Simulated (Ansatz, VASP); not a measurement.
**Two plane-wave programs on HfO2**

```xyz
3
Lattice="0.0000 2.5292 2.5292 2.3774 0.0000 2.5292 2.3774 2.5292 0.0000" Properties=species:S:1:pos:R:3 pbc="T T T"
Hf    0.0000    0.0000    0.0000
O     1.1887    1.2646    1.2646
O     3.5661    3.7937    3.7937
```

Change from the starting cell: strain -0.0600 x Voigt [1, 0, 0, 0, 0, 0], atoms carried along.

Alike in both runs: task single point; functional r2SCAN; k mesh 8 × 8 × 8; occupations gaussian, width 0.05 eV; no spin polarisation.

|  | VASP | Ansatz |
| --- | --- | --- |
| version | VASP 6.6.1 | Ansatz 0.2.0 |
| potentials or method | VASP PAW PBE potentials, release 64 (Hf_pv, O), cutoff 520 eV | scalar-relativistic, plane waves, PAW |
| valence electrons in the cell | 22 | 38 |

```csv
,VASP,Ansatz,Ansatz less VASP
gap on the k mesh at the Fermi level (eV),3.66,3.66,-0.006
least direct gap on the mesh (eV),3.90,3.88,-0.016
pressure (GPa),14.7,19.3,+4.55
"traceless stress, the component that is largest in VASP (GPa)",22.39,21.98,-0.403
```

VASP's potentials were made for PBE, not for r2SCAN. One of these differences is far larger than is usual between the two programs; its cause wasn't traced. VASP's potentials hold 22 valence electrons a cell and Ansatz's 38, so a difference there can come from the potentials and not from the codes.

Spin-orbit coupling is off throughout.
